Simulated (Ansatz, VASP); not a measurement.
Two plane-wave programs on Al3BN2

```
Al B N
1.0
     2.87229    0.00000    0.00000
    -1.43615    2.48748    0.00000
     0.00000    0.00000   15.73248
Al B N
6 2 4
Cartesian
  0.0000 1.6583 5.5058
  1.4361 0.8292 10.2267
  0.0000 0.0000 7.8662
  0.0000 1.6583 2.3604
  1.4361 0.8292 13.3720
  0.0000 0.0000 0.0000
  0.0000 0.0000 3.9331
  0.0000 0.0000 11.7994
  1.4361 0.8292 6.6937
  0.0000 1.6583 9.0388
  1.4361 0.8292 1.1726
  0.0000 1.6583 14.5599
```

Alike in both runs: task single point; functional PBE; k mesh 6 × 6 × 1; occupations gaussian, width 0.1 eV; no spin polarisation.

|  | VASP | Ansatz |
| --- | --- | --- |
| version | VASP 6.6.1 | Ansatz 0.2.0 |
| potentials or method | VASP PAW PBE potentials, release 64 (Al, B, N), cutoff 600 eV | scalar-relativistic, plane waves, PAW |
| valence electrons in the cell | 44 | 44 |

Ansatz gave:

| Quantity | Value |
| --- | --- |
| gap on the k mesh at the Fermi level (eV) | none |
| pressure (GPa) | 0.1 |
| traceless stress, the component that is largest in VASP (GPa) | -0.61 |
| rms of the force components (eV/Å) | 0.021 |

Question: Estimate VASP's values.

Answer: gap on the k mesh at the Fermi level (eV): none; pressure (GPa): -0.2; traceless stress, the component that is largest in VASP (GPa): -0.63; rms of the force components (eV/Å): 0.018.

Atom by atom the forces differ by 0.004 eV/Å (rms over components). A gap of «none» marks a metal or a gap that the smearing closes. With one functional, cell and mesh, what is left measures potentials, basis and numerics.

The k mesh is coarse, so the values compare programs but aren't converged.
